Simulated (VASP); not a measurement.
Si4Cl, 5 atoms in the cell. The structure is tetragonal, space group P4/mmm (No. 123). Conventional cell: a = 3.983 Å, b = 3.983 Å, c = 6.598 Å, α = 90.00°, β = 90.00°, γ = 90.00°. Within 2.5 Å of Si (site symmetry 4/mmm) lie 2 Si at 1.86 Å. Si (site symmetry 4/mmm) has 2 Si at 1.44 Å within 1.9 Å. Within 1.9 Å of Si (site symmetry 4mm) lie 2 Si at 1.44 to 1.86 Å. Cl (site symmetry 4/mmm) has 12 Si at 2.82 to 3.16 Å within 3.7 Å. The cell was built from a structure type or drawn by symmetry, and may not be a known phase.

| Property | Result |
| --- | --- |
| Program | VASP 6.6.1 |
| Task | relaxation of cell and atoms |
| Functional | PBE |
| Potentials or basis | VASP PAW PBE potentials, release 64 (Si, Cl) |
| Cutoff | 600 eV |
| k mesh | 4 × 4 × 4 |
| Occupations | gaussian, width 0.1 eV |
| Spin | no spin polarisation |
| Dipole correction | no |
| Further INCAR settings | ALGO = Normal; EDIFF = 1e-06; IBRION = 2; EDIFFG = -0.04; NSW = 90; ISIF = 3 |

Potentials or basis: VASP PAW PBE potentials, release 64 (Si, Cl).

Run with:

```console
$ cat potpaw_PBE.64/Si/POTCAR potpaw_PBE.64/Cl/POTCAR > POTCAR
$ mpirun -np 1 vasp_std > vasp.out
```

Hardware: 1 thread of Intel Xeon 8259CL, on a shared host.

Q: Estimate the wall time of this run.

A: It took 32 min on 1 thread of Intel Xeon 8259CL (shared host), peak memory 0.24 GiB. Counts: scf iterations 548, k points 18, ion steps 23.
